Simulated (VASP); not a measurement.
Nb:

```
Nb
1.0
     0.00000    2.09500    2.09500
     2.09500    0.00000    2.09500
     2.09500    2.09500    0.00000
Nb
1
Direct
  0.00000 0.00000 0.00000
```

This isn't the form of Nb at room conditions, which is bcc.

- Program: VASP 6.6.1
- Task: relaxation of cell and atoms
- Functional: PBEsol
- Potentials or basis: VASP PAW PBE potentials, release 64 (Nb_sv)
- Cutoff: 500 eV
- k mesh: 7 × 7 × 7
- Occupations: gaussian, width 0.05 eV
- Spin: no spin polarisation

At the start: pressure -3.6 GPa; volume 18.39 Å³/atom.

Problem. How do energy, volume and symmetry change on relaxing?

Solution. Over 3 steps the energy falls by 4.1 meV/atom and the volume is 18.03 Å³/atom (-2.0 %); space group Fm-3m (No. 225, to 0.1 Å) before and after.

The path:
```
step  energy change (eV)  largest force (eV/Å)  pressure (GPa)  volume (Å³)
   1              0.0000                0.0000           -3.55        18.39
   2              0.0127                0.0000            7.99        17.33
   3             -0.0041                0.0000           -0.04        18.03
```

Final structure:
```
Nb
1.0
     0.00000    2.08119    2.08119
     2.08119    0.00000    2.08119
     2.08119    2.08119    0.00000
Nb
1
Cartesian
  0.0000 0.0000 0.0000
```

Caveat: the k points lie up to 0.37 Å⁻¹ apart in the final cell, too coarse for converged energies and pressures of a metal; the PAW data sets were made with another functional, which shifts forces and pressure a little.
